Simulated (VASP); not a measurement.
# AlN (P6_3/mmc) in VASP: a series of runs, part 2 of 2

VASP 6.6.1. The steps go on from the part before.

## 4. Relaxation of cell and atoms, PBEsol

This run uses another cell than the first one, of 9.95 Å³/atom, 1.018 times its volume.

File INCAR:

```
ALGO = Normal
EDIFF = 1E-6
EDIFFG = -0.005
ENCUT = 600
GGA = PS
IBRION = 2
ISIF = 3
ISMEAR = 0
LASPH = T
LCHARG = F
LREAL = F
LWAVE = F
NELM = 60
NSW = 100
PREC = Accurate
SIGMA = 0.02
```

File KPOINTS:

```
k-points
0
Gamma
  9 9 6
```

File POSCAR:

```
AlN
1.0
    3.3121157418      0.0000000000      0.0000000000
   -1.6560578709      2.8683763727      0.0000000000
    0.0000000000      0.0000000000      4.1875630000
Al N
2 2
Direct
    0.3333333300      0.6666666700      0.7500000000
    0.6666666700      0.3333333300      0.2500000000
    0.3333333300      0.6666666700      0.2500000000
    0.6666666700      0.3333333300      0.7500000000
```

Potentials or basis: VASP PAW PBE potentials, release 64 (Al, N).

Started as:

```
> cat potpaw_PBE.64/Al/POTCAR potpaw_PBE.64/N/POTCAR > POTCAR
> mpirun -np 1 vasp_std > vasp.out
```

OUTCAR:

```text
EDIFF = 1E-6
   EDIFFG = -0.005
   ENCUT = 600
   GGA = PS
   IBRION = 2
   ISIF = 3
   ISMEAR = 0
   LASPH = T
   LREAL = F
   NELM = 60
   NSW = 100
   PREC = Accurate

 ion  position               nearest neighbor table
   1  0.333  0.667  0.750-   4 1.91   4 1.91   4 1.91   3 2.09   3 2.09   2 2.84   2 2.84   2 2.84
                             2 2.84   2 2.84   2 2.84
   2  0.667  0.333  0.250-   3 1.91   3 1.91   3 1.91   4 2.09   4 2.09   1 2.84   1 2.84   1 2.84
                             1 2.84   1 2.84   1 2.84
   3  0.333  0.667  0.250-   2 1.91   2 1.91   2 1.91   1 2.09   1 2.09
   4  0.667  0.333  0.750-   1 1.91   1 1.91   1 1.91   2 2.09   2 2.09

  LATTYP: Found a hexagonal cell.
 ALAT       =     3.3121157418
 C/A-ratio  =     1.2643166261

  Lattice vectors:

 A1 = (   3.3121157418,   0.0000000000,   0.0000000000)
 A2 = (  -1.6560578709,   2.8683763727,   0.0000000000)
 A3 = (   0.0000000000,   0.0000000000,   4.1875630000)

Analysis of symmetry for initial positions (statically):
=====================================================================
 Subroutine PRICEL returns:
 Original cell was already a primitive cell.

 Routine SETGRP: Setting up the symmetry group for a
 hexagonal supercell.

 Subroutine GETGRP returns: Found 24 space group operations
 (whereof 12 operations were pure point group operations)
 out of a pool of 24 trial point group operations.

The static configuration has the point symmetry D_3d.
 The point group associated with its full space group is D_6h.

Analysis of symmetry for dynamics (positions and initial velocities):
=====================================================================
 Subroutine PRICEL returns:
 Original cell was already a primitive cell.

 Routine SETGRP: Setting up the symmetry group for a
 hexagonal supercell.

 Subroutine GETGRP returns: Found 24 space group operations
 (whereof 12 operations were pure point group operations)
 out of a pool of 24 trial point group operations.

[... 142 lines left out ...]
 NGX is ok and might be reduce to    28
   NGX = 13   NGY = 13   NGZ = 17

--------------------------------------- Ionic step        1  -------------------------------------------

 number of electron      16.0000002 magnetization

 Free energy of the ion-electron system (eV)
  ---------------------------------------------------
  ext. energy  EPLUGINS =         0.00000000
  ---------------------------------------------------
  free energy    TOTEN  =       -30.94109278 eV

  energy without entropy =      -30.94109278  energy(sigma->0) =      -30.94109278

------------------------ aborting loop because EDIFF is reached ----------------------------------------

  FORCE on cell =-STRESS in cart. coord.  units (eV):
  Direction    XX          YY          ZZ          XY          YZ          ZX
  --------------------------------------------------------------------------------------
  -------------------------------------------------------------------------------------
  Total       -0.8478975     -0.8478975     -1.0682717      0.0000000      0.0000000     -0.0000000
  in kB      -34.1468713    -34.1468713    -43.0218740      0.0000000      0.0000000     -0.0000000
  external PRESSURE =     -37.1052055 kB  Pullay stress =       0.0000000 kB
[... 253 lines left out ...]
--------------------------------------- Ionic step        8  -------------------------------------------

 number of electron      16.0000002 magnetization

 Free energy of the ion-electron system (eV)
  ---------------------------------------------------
  ext. energy  EPLUGINS =         0.00000000
  ---------------------------------------------------
  free energy    TOTEN  =       -30.95023702 eV

  energy without entropy =      -30.95023702  energy(sigma->0) =      -30.95023702

 E-fermi :   8.2065     XC(G=0): -11.4343

 val. band max:        8.0354320189   @ k =   0.0000   0.0000   0.0000
 cond. band min:      11.3808926674   @ k =   0.0000   0.0000   0.0000
 fundamental gap:      3.3454606485
 Fermi energy:         8.2065194950

 k-point     1 :       0.0000    0.0000    0.0000
  band No.  band energies     occupation
      1      -8.8491      2.00000
      2      -5.0384      2.00000
      3       1.0465      2.00000
      4       4.7035      2.00000
      5       4.7035      2.00000
      6       6.4323      2.00000
      7       6.4323      2.00000
      8       8.0354      2.00000
      9      11.3809      0.00000
     10      12.5220      0.00000
     11      16.2534      0.00000
     12      16.2534      0.00000
[... 331 lines left out ...]
 k-point    24 :       0.3333    0.3333    0.1667
  band No.  band energies     occupation
      1      -6.1751      2.00000
      2      -6.1751      2.00000
      3       1.3725      2.00000
      4       2.4220      2.00000
      5       2.4220      2.00000
      6       5.0259      2.00000
      7       5.4366      2.00000
      8       5.4366      2.00000
      9      13.7290      0.00000
     10      14.2211      0.00000
     11      16.9625      0.00000
     12      16.9625      0.00000

 [... further k-points ...]
[... 5 lines left out ...]
  --------------------------------------------------------------------------------------
  -------------------------------------------------------------------------------------
  Total        0.0003354      0.0003354     -0.0001185      0.0000000      0.0000000     -0.0000000
  in kB        0.0137585      0.0137585     -0.0048601      0.0000000      0.0000000     -0.0000000
  external PRESSURE =       0.0075523 kB  Pullay stress =       0.0000000 kB
[... 19 lines left out ...]
  FREE ENERGIE OF THE ION-ELECTRON SYSTEM (eV)
  ---------------------------------------------------
  free  energy   TOTEN  =       -30.9502370167 eV

  energy  without entropy=      -30.9502370167  energy(sigma->0) =      -30.95023702

 reached required accuracy - stopping structural energy minimisation
```

OSZICAR:

```text
N       E                     dE             d eps       ncg     rms          rms(c)
DAV:   1     0.553635717346E+02    0.55364E+02   -0.83053E+03  1152   0.135E+03
DAV:   2    -0.308403401688E+02   -0.86204E+02   -0.77942E+02  1664   0.245E+02
DAV:   3    -0.350991628454E+02   -0.42588E+01   -0.42394E+01  1496   0.600E+01
DAV:   4    -0.351380091913E+02   -0.38846E-01   -0.38823E-01  1368   0.627E+00
[... 46 lines left out ...]
DAV:   3    -0.309502311071E+02    0.69396E-06   -0.60477E-06  1364   0.235E-02
   7 F= -.30950231E+02 E0= -.30950231E+02  d E =0.142942E-05
       N       E                     dE             d eps       ncg     rms          rms(c)
DAV:   1    -0.309502465083E+02   -0.14707E-04   -0.21701E-04  1280   0.144E-01    0.210E-02
DAV:   2    -0.309502370134E+02    0.94949E-05   -0.31529E-05  1276   0.454E-02    0.524E-03
DAV:   3    -0.309502370167E+02   -0.33897E-08   -0.14898E-06   892   0.122E-02
   8 F= -.30950237E+02 E0= -.30950237E+02  d E =-.448023E-05
```

CONTCAR:

```text
AlN
   1.00000000000000
     3.3008835950309217    0.0000000000000000   -0.0000000000000000
    -1.6504417975154608    2.8586490482586666    0.0000000000000000
     0.0000000000000000   -0.0000000000000000    4.1386903620613040
  Al              N
     2     2
Direct
     0.3333333300000021    0.6666666699999979    0.7500000000000000
     0.6666666699999979    0.3333333300000021    0.2500000000000000
     0.3333333300000021    0.6666666699999979    0.2500000000000000
     0.6666666699999979    0.3333333300000021    0.7500000000000000

  0.00000000E+00  0.00000000E+00  0.00000000E+00
  0.00000000E+00  0.00000000E+00  0.00000000E+00
  0.00000000E+00  0.00000000E+00  0.00000000E+00
  0.00000000E+00  0.00000000E+00  0.00000000E+00
```

Run time: 75 s. Hardware: 1 thread of Intel Xeon 6975P-C, shared host; peak memory 0.18 GiB.

What came out:

```yaml
Free_energy: -30.9502 eV
Relaxed_volume: 9.76 Å³/atom
Relaxed_cell: a = 3.301 Å, b = 3.301 Å, c = 4.139 Å, α = 90.00°, β = 90.00°, γ = 120.00°
Space_group_after_relaxing_to_0.05_Å: P6_3/mmc (No. 194)
Energy_gained_by_relaxing: 2.3 meV/atom
Ionic_steps: 8
Pressure_after_relaxing: 0.0 GPa
Band_gap_on_the_k_mesh: 3.35 eV, direct
```

The path:
```csv
step,energy change (eV),largest force (eV/Å),pressure (GPa),volume (Å³)
1,0.0000,0.0000,-3.71,39.78
2,-0.0021,0.0000,3.49,38.47
3,-0.0084,0.0000,0.05,39.08
4,-0.0084,0.0000,0.13,39.06
5,-0.0090,0.0000,0.11,39.05
6,-0.0091,0.0000,0.10,39.04
7,-0.0091,0.0000,-0.11,39.07
8,-0.0091,0.0000,0.00,39.05
```

Final structure:
```
Al N
1.0
     3.30088    0.00000    0.00000
    -1.65044    2.85865    0.00000
     0.00000    0.00000    4.13869
Al N
2 2
Cartesian
  0.0000 1.9058 3.1040
  1.6504 0.9529 1.0347
  0.0000 1.9058 1.0347
  1.6504 0.9529 3.1040
```

Caveat: the PAW data sets were made with another functional, which shifts forces and pressure a little.

## 5. The runs side by side

| task | cell | cutoff (eV) | smearing | gap on the mesh (eV) | pressure (GPa) |
| --- | --- | --- | --- | --- | --- |
| single point | a = 3.302, b = 3.302, c = 4.141 Å, angles 90.0, 90.0, 120.0°, 4 atoms | 520 | gaussian 0.02 eV | 3.34 | -0.1 |
| single point | a = 3.302, b = 3.302, c = 4.141 Å, angles 90.0, 90.0, 120.0°, 4 atoms | 520 | gaussian 0.05 eV | 3.34 | -0.1 |
| relaxation of cell and atoms | relaxed from a = 3.312, b = 3.312, c = 4.188 Å, angles 90.0, 90.0, 120.0°, 4 atoms | 600 | gaussian 0.02 eV | 3.35 | 0.0 |

Alike in all rows: level PBEsol; potentials or basis VASP PAW PBE potentials, release 64 (Al, N); no spin polarisation; k mesh 9 × 9 × 6.

Caveats: the PAW data sets were made with another functional, which shifts forces and pressure a little.

Total energies depend on the potentials used, so only differences within one code and one set of settings carry meaning.
